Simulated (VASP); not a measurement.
# ZnS (R3m) in VASP: a series of runs

The runs below take ZnS through single point, with PBEsol.

Everything below comes from runs of VASP 6.6.1. Logs are shortened: lines on timing, memory, paths and dates and some standing lists are left out, and cuts for length are marked.

## Step 1: The cell of the first run

Symmetry: R3m, No. 160, trigonal system. Conventional cell: a = 3.788 Å, b = 3.788 Å, c = 9.278 Å, α = 90.00°, β = 90.00°, γ = 120.00°. Zn (site symmetry 3m) has 4 S at 2.19 to 2.36 Å within 2.9 Å. Within 2.9 Å of S (site symmetry 3m) lie 4 Zn at 2.19 to 2.36 Å.

## Step 2: Single point, PBEsol

The input, INCAR:

```
SYSTEM = ZnS
  ALGO = Normal
  EDIFF = 1E-6
  ENCUT = 520
  GGA = PS
  ISIF = 2
  ISMEAR = 0
  LASPH = .True.
  LCHARG = .False.
  LREAL = .False.
  LWAVE = .False.
  NBANDS = 16
  NELM = 100
  PREC = Accurate
  SIGMA = 0.05
```

The input, KPOINTS:

```
k-points
0
Gamma
  10 10 10
  0 0 0
```

The input, POSCAR:

```
ZnS
1.0
    0.0000000000      2.6782590749      2.6782590749
    2.6782590749      0.0000000000      2.6782590749
    2.6782590749      2.6782590749      0.0000000000
Zn S
1 1
Direct
    0.0000000000      0.0000000000      0.0000000000
    0.7095807678      0.7634730774      0.7634730774
```

Potentials or basis: VASP PAW PBE potentials, release 64 (Zn, S).

The run is started by

```
$ cat potpaw_PBE.64/Zn/POTCAR potpaw_PBE.64/S/POTCAR > POTCAR
$ mpirun -np 1 vasp_std > vasp.out
```

OUTCAR:

```text
SYSTEM = ZnS
   EDIFF = 1E-6
   ENCUT = 520
   GGA = PS
   ISIF = 2
   ISMEAR = 0
   LASPH = .True.
   LREAL = .False.
   NELM = 100
   PREC = Accurate

 ion  position               nearest neighbor table
   1  0.000  0.000  0.000-   2 2.19   2 2.36   2 2.36   2 2.36
   2  0.710  0.763  0.763-   1 2.19   1 2.36   1 2.36   1 2.36

  LATTYP: Found a face centered cubic cell.
 ALAT       =     5.3565181498

  Lattice vectors:

 A1 = (   0.0000000000,   2.6782590749,   2.6782590749)
 A2 = (   2.6782590749,   0.0000000000,   2.6782590749)
 A3 = (   2.6782590749,   2.6782590749,   0.0000000000)

Analysis of symmetry for initial positions (statically):
=====================================================================
 Subroutine PRICEL returns:
 Original cell was already a primitive cell.

 Routine SETGRP: Setting up the symmetry group for a
 face centered cubic supercell.

 Subroutine GETGRP returns: Found  6 space group operations
 (whereof  6 operations were pure point group operations)
 out of a pool of 48 trial point group operations.

The static configuration has the point symmetry C_3v.

Analysis of symmetry for dynamics (positions and initial velocities):
=====================================================================
 Subroutine PRICEL returns:
 Original cell was already a primitive cell.

 Routine SETGRP: Setting up the symmetry group for a
 face centered cubic supercell.

 Subroutine GETGRP returns: Found  6 space group operations
 (whereof  6 operations were pure point group operations)
 out of a pool of 48 trial point group operations.

The dynamic configuration has the point symmetry C_3v.

 Subroutine INISYM returns: Found  6 space group operations
 (whereof  6 operations are pure point group operations),
 and found     1 'primitive' translations

----------------------------------------------------------------------------------------

                                     Primitive cell

  volume of cell :      38.4227

  direct lattice vectors                    reciprocal lattice vectors
     0.000000000  2.678259075  2.678259075    -0.186688437  0.186688437  0.186688437
     2.678259075  0.000000000  2.678259075     0.186688437 -0.186688437  0.186688437
     2.678259075  2.678259075  0.000000000     0.186688437  0.186688437 -0.186688437

  length of vectors
     3.787630307  3.787630307  3.787630307     0.323353858  0.323353858  0.323353858

  position of ions in fractional coordinates (direct lattice)
     0.000000000  0.000000000  0.000000000
     0.709580768  0.763473077  0.763473077

  ion indices of the primitive-cell ions
   primitive index   ion index
                 1           1
                 2           2

----------------------------------------------------------------------------------------

 KPOINTS: k-points

Automatic generation of k-mesh.
 Grid dimensions read from file:
 generate k-points for:   10   10   10

 Generating k-lattice:

  Cartesian coordinates                     Fractional coordinates (reciprocal lattice)
    -0.018668844  0.018668844  0.018668844     0.100000000  0.000000000  0.000000000
     0.018668844 -0.018668844  0.018668844     0.000000000  0.100000000  0.000000000
     0.018668844  0.018668844 -0.018668844     0.000000000  0.000000000  0.100000000

  Length of vectors
     0.032335386  0.032335386  0.032335386

  Shift w.r.t. Gamma in fractional coordinates (k-lattice)
     0.000000000  0.000000000  0.000000000

 Subroutine IBZKPT returns following result:
 ===========================================

 Found    116 irreducible k-points:

 Following reciprocal coordinates:
            Coordinates               Weight
  0.000000  0.000000  0.000000      1.000000
  0.100000  0.000000  0.000000      2.000000
  0.000000  0.100000  0.000000      6.000000
  0.200000  0.000000  0.000000      2.000000
  0.000000  0.200000  0.000000      6.000000
  0.300000  0.000000  0.000000      2.000000
[... 16 lines left out ...]
  0.000000  0.500000  0.100000     12.000000
  0.100000  0.000000  0.500000      6.000000
 [... further k-points ...]
   k-points           NKPTS =    116   k-points in BZ     NKDIM =    116   number of bands    NBANDS=     16
   number of dos      NEDOS =    301   number of ions     NIONS =      2
   total plane-waves  NPLWV =  21952
   dimension x,y,z NGX =    28 NGY =   28 NGZ =   28
   dimension x,y,z NGXF=    56 NGYF=   56 NGZF=   56
   ions per type =               1   1
   NGX,Y,Z   is equivalent  to a cutoff of  12.29, 12.29, 12.29 a.u.
   NGXF,Y,Z  is equivalent  to a cutoff of  24.58, 24.58, 24.58 a.u.
 SYSTEM =  ZnS
   PREC   = accura    normal or accurate (medium, high low for compatibility)
   ISTART =      0    job   : 0-new  1-cont  2-samecut
   ICHARG =      2    charge: 1-file 2-atom 10-const
   ISPIN  =      1    spin polarized calculation?
   LNONCOLLINEAR =      F non collinear calculations
   LSORBIT =      F    spin-orbit coupling
   LASPH  =      T    aspherical Exc in radial PAW
   ENCUT  =  520.0 eV  38.22 Ry    6.18 a.u.   7.04  7.04  7.04*2*pi/ulx,y,z
   NELM   =    100;   NELMIN=  2; NELMDL= -5     # of ELM steps
   EDIFF  = 0.1E-05   stopping-criterion for ELM
   LREAL  =      F    real-space projection
   EDIFFG = 0.1E-04   stopping-criterion for IOM
   NSW    =      0    number of steps for IOM
   IBRION =     -1    ionic relax: 0-MD 1-quasi-New 2-CG
   NFREE  =      0    steps in history (QN), initial steepest desc. (CG)
   ISIF   =      2    stress and relaxation
   ISYM   =      2    0-nonsym 1-usesym 2-fastsym
   POTIM  = 0.5000    time-step for ionic-motion
   TEBEG  =    0.0;   TEEND  =   0.0 temperature during run
   PSTRESS=    0.0 pullay stress
   NELECT =      18.0000    total number of electrons
   NUPDOWN=      -1.0000    fix difference up-down
   EMIN   =  10.00;   EMAX   =-10.00  energy-range for DOS
   EFERMI =   0.00;   METHOD = LEGACY
   ISMEAR =     0;   SIGMA  =   0.05  broadening in eV -4-tet -1-fermi 0-gaus
   EFERMI_NEDOS =   21; number of points for ismear=-14 and -15
   IALGO  =     38    algorithm
   IMIX   =      4    mixing-type and parameters
     AMIX     =   0.40;   BMIX     =  1.00
     AMIX_MAG =   1.60;   BMIX_MAG =  1.00
  volume/ion in A,a.u.               =      19.21       129.64
  Fermi-wavevector in a.u.,A,eV,Ry     =   1.271461  2.402713 21.995360  1.616613
  Thomas-Fermi vector in A             =   2.404393
   LORBIT       =      0    0 simple, 1 ext, 2 COOP (PROOUT), +10 PAW based schemes
   GGA     = PS    functional components
   LHFCALC =     F    Hartree Fock is set to
   AEXX    =    0.0000 exact exchange contribution
   IVDW    =     0    specifies the selected vdW correction
   LEPSILON=     F    determine dielectric tensor
   LRPA    =     F    only Hartree local field effects (RPA)
 non-spin polarized calculation
 Gauss-broadening in eV      SIGMA  =   0.05
  energy-cutoff  :      520.00
  volume of cell :       38.42
 maximum number of plane-waves:      1056
   NGX = 15   NGY = 15   NGZ = 15

 number of electron      18.0000016 magnetization

 Free energy of the ion-electron system (eV)
  ---------------------------------------------------
  ext. energy  EPLUGINS =         0.00000000
  ---------------------------------------------------
  free energy    TOTEN  =        -7.53034760 eV

  energy without entropy =       -7.53034760  energy(sigma->0) =       -7.53034760

 E-fermi :   2.5867     XC(G=0):  -9.9738

 val. band max:        2.3267772764   @ k =   0.0000   0.0000   0.0000
 cond. band min:       4.3665639291   @ k =   0.0000   0.0000   0.0000
 fundamental gap:      2.0397866526
 Fermi energy:         2.5866929896

 k-point     1 :       0.0000    0.0000    0.0000
  band No.  band energies     occupation
      1     -11.0987      2.00000
      2      -4.3655      2.00000
      3      -4.1966      2.00000
      4      -4.1966      2.00000
      5      -3.7186      2.00000
      6      -3.7186      2.00000
[... 8 lines left out ...]
     15      14.0184      0.00000
     16      14.0184      0.00000

 k-point     2 :       0.1000    0.0000    0.0000
  band No.  band energies     occupation
      1     -11.0152      2.00000
      2      -4.3709      2.00000
      3      -4.1765      2.00000
      4      -4.1765      2.00000
      5      -3.7224      2.00000
      6      -3.7224      2.00000
[... 8 lines left out ...]
     15      13.4929      0.00000
     16      14.5816      0.00000

 k-point     3 :       0.0000    0.1000    0.0000
  band No.  band energies     occupation
      1     -11.0197      2.00000
      2      -4.3526      2.00000
      3      -4.1946      2.00000
      4      -4.1877      2.00000
      5      -3.7202      2.00000
      6      -3.7183      2.00000
[... 8 lines left out ...]
     15      13.5575      0.00000
     16      14.6399      0.00000

 k-point     4 :       0.2000    0.0000    0.0000
  band No.  band energies     occupation
      1     -10.7835      2.00000
      2      -4.3676      2.00000
      3      -4.1257      2.00000
      4      -4.1257      2.00000
      5      -3.7289      2.00000
      6      -3.7289      2.00000
[... 8 lines left out ...]
     15      12.9849      0.00000
     16      14.6731      0.00000
[... 324 lines left out ...]
 k-point    22 :       0.5000    0.1000    0.0000
  band No.  band energies     occupation
      1     -10.0302      2.00000
      2      -4.0366      2.00000
      3      -4.0040      2.00000
      4      -3.8044      2.00000
      5      -3.6981      2.00000
      6      -3.6662      2.00000
[... 8 lines left out ...]
     15      15.5053      0.00000
     16      15.7704      0.00000

 k-point    23 :       0.0000    0.5000    0.1000
  band No.  band energies     occupation
      1     -10.0946      2.00000
      2      -4.2046      2.00000
      3      -4.1352      2.00000
      4      -3.7398      2.00000
      5      -3.6900      2.00000
      6      -3.5307      2.00000
[... 8 lines left out ...]
     15      15.6110      0.00000
     16      15.7446      0.00000

 k-point    24 :       0.1000    0.0000    0.5000
  band No.  band energies     occupation
      1     -10.0948      2.00000
      2      -4.2096      2.00000
      3      -4.1145      2.00000
      4      -3.8012      2.00000
      5      -3.6664      2.00000
      6      -3.5204      2.00000
[... 8 lines left out ...]
     15      15.3281      0.00000
     16      15.9186      0.00000

 [... further k-points ...]

------------------------ aborting loop because EDIFF is reached ----------------------------------------

  FORCE on cell =-STRESS in cart. coord.  units (eV):
  Direction    XX          YY          ZZ          XY          YZ          ZX
  --------------------------------------------------------------------------------------
  -------------------------------------------------------------------------------------
  Total        0.2096336      0.2096336      0.2096336     -0.5808004      0.5808004     -0.5808004
  in kB        8.7414558      8.7414558      8.7414558    -24.2186396     24.2186396    -24.2186396
  external PRESSURE =       8.7414558 kB  Pullay stress =       0.0000000 kB

 VOLUME and BASIS-vectors are now :
 -----------------------------------------------------------------------------
  energy-cutoff  :      520.00
  volume of cell :       38.42
      direct lattice vectors                 reciprocal lattice vectors
     0.000000000  2.678259075  2.678259075    -0.186688437  0.186688437  0.186688437
     2.678259075  0.000000000  2.678259075     0.186688437 -0.186688437  0.186688437
     2.678259075  2.678259075  0.000000000     0.186688437  0.186688437 -0.186688437

 POSITION                                       TOTAL-FORCE (eV/Angst)
 -----------------------------------------------------------------------------------
      0.00000      0.00000      0.00000         0.594286     -0.594286     -0.594286
      4.08956      3.94522      3.94522        -0.594286      0.594286      0.594286
 -----------------------------------------------------------------------------------
    total drift:                                0.000035     -0.000038     -0.000038

  FREE ENERGIE OF THE ION-ELECTRON SYSTEM (eV)
  ---------------------------------------------------
  free  energy   TOTEN  =        -7.5303475973 eV

  energy  without entropy=       -7.5303475973  energy(sigma->0) =       -7.53034760
```

Run time: 86 s. Hardware: 1 thread of Intel Xeon 8259CL, shared host; peak memory 0.2 GiB.

What came out:

```
Free energy            : -7.5303 eV
Pressure               : 0.9 GPa
Largest force          : 1.029 eV/Å
Band gap on the k mesh : 2.04 eV
```

Forces on the atoms (eV/Å):
```
Zn   0.594 -0.594 -0.594
S   -0.594  0.594  0.594
```

Stress tensor (GPa, compression positive):
```
 0.87 -2.42 -2.42
-2.42  0.87  2.42
-2.42  2.42  0.87
```

Caveat: the cell differs from its parent crystal (all S atoms moved +0.125 Å, as atom 2 towards its neighbour atom 1 (Zn) at 2.319 Å); the PAW data sets were made with another functional, which shifts forces and pressure a little.

## Step 3: Single point, PBEsol

The input, INCAR:

```
SYSTEM = ZnS
PREC     = Accurate       ! precision mode
ENCUT    = 520            ! plane-wave cutoff, eV
EDIFF    = 1E-7           ! SCF threshold, eV
ISMEAR   = 0              ! smearing method
SIGMA    = 0.05           ! smearing width, eV
LREAL    = .FALSE.        ! projectors in reciprocal space
LASPH    = .TRUE.         ! aspherical terms in the spheres
NELM     = 100            ! most SCF steps
ALGO     = Normal         ! electronic algorithm
ISIF     = 2              ! what is computed and relaxed
LWAVE    = .FALSE.        ! write WAVECAR
LCHARG   = .TRUE.         ! write CHGCAR
GGA      = PS             ! functional
LELF     = .TRUE.         ! ELF
LVHAR    = .TRUE.       
NBANDS   = 16             ! bands
```

The input, KPOINTS:

```
Automatic mesh
0
G
  10 10 10
  0 0 0
```

Edit POSCAR of step 2 so:

```diff
@@ -9,2 +9,2 @@
     0.0000000000      0.0000000000      0.0000000000
-    0.7095807678      0.7634730774      0.7634730774
+    0.7904192322      0.7365269226      0.7365269226
```

Potentials or basis: VASP PAW PBE potentials, release 64 (Zn, S).

The run is started by

```
$ cat potpaw_PBE.64/Zn/POTCAR potpaw_PBE.64/S/POTCAR > POTCAR
$ mpirun -np 1 vasp_std > vasp.out
```

Wall time 96 s (1 thread of Intel Xeon 8259CL, shared host); peak memory 0.2 GiB.

The run converged. Its results:

* Free energy: -7.5491 eV
* Pressure: 0.7 GPa
* Largest force: 0.575 eV/Å
* Band gap on the k mesh: 2.02 eV

Forces on the atoms (eV/Å):
```
Zn  -0.332  0.332  0.332
S    0.332 -0.332 -0.332
```

Stress tensor (GPa, compression positive):
```
 0.67  1.43  1.43
 1.43  0.67 -1.43
 1.43 -1.43  0.67
```

Levels at points of the mesh, in eV from the valence-band top:
| k point | band 6 | band 7 | band 8 | band 9 | band 10 | band 11 | band 12 | band 13 |
| --- | --- | --- | --- | --- | --- | --- | --- | --- |
| (0.00, 0.00, 0.00) | -6.06 | -0.15 | -0.15 | 0.00 | 2.02 | 6.22 | 6.24 | 6.24 |
| (0.50, 0.00, 0.00) | -5.84 | -5.30 | -0.94 | -0.94 | 2.99 | 6.57 | 6.57 | 8.58 |
| (0.00, 0.50, 0.00) | -5.86 | -5.69 | -1.23 | -0.81 | 3.22 | 6.46 | 7.14 | 8.74 |
| (0.50, 0.50, 0.00) | -5.84 | -4.79 | -2.47 | -2.36 | 3.05 | 3.88 | 10.92 | 11.93 |

Caveat: the cell differs from its parent crystal (all S atoms moved -0.125 Å, as atom 2 towards its neighbour atom 1 (Zn) at 2.319 Å); the PAW data sets were made with another functional, which shifts forces and pressure a little.
